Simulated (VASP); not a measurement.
MgB2:

```
Mg B
1.0
     3.04331    0.00000    0.00000
    -1.52165    2.63558    0.00000
     0.00000    0.00000    3.47539
Mg B
1 2
Cartesian
  0.0000 0.0000 0.0000
  1.5217 0.8785 1.7377
  0.0000 1.7571 1.7377
```

Base run:

```yaml
Program: VASP 6.6.1
Functional: r2SCAN
Potentials_or_basis: VASP PAW PBE potentials, release 64 (Mg, B)
Cutoff: 520 eV
k_mesh: 10 × 10 × 8
Occupations: fermi-dirac, width 0.05 eV
Spin: no spin polarisation
```

Its results: band gap on the k mesh zero (band 4 reaches 6.76 eV, above the bottom of band 5 at 4.14 eV); pressure 4.1 GPa.

Problem. After a change of settings the same cell gave: band gap on the k mesh zero (band 8 reaches 6.58 eV, above the bottom of band 9 at 3.97 eV); pressure 4.5 GPa. Which change was it?
A. potentials or basis from VASP PAW PBE potentials, release 64 (Mg, B) to VASP PAW PBE potentials, release 64 (Mg_sv, B); cutoff from 520 eV to 660 eV; further incar settings from ALGO = Normal; EDIFF = 1e-06; NBANDS = 11 to ALGO = Normal; EDIFF = 1e-06; NBANDS = 15; valence electrons from 8 to 16
B. functional from r2SCAN to PBEsol; dispersion from none to D3(BJ)
C. functional from r2SCAN to LDA; potentials or basis from VASP PAW PBE potentials, release 64 (Mg, B) to VASP PAW LDA potentials, release 64 (Mg, B)
D. functional from r2SCAN to PBE

Solution. A.

Caveats: the PAW data sets were made with another functional, which shifts forces and pressure a little.
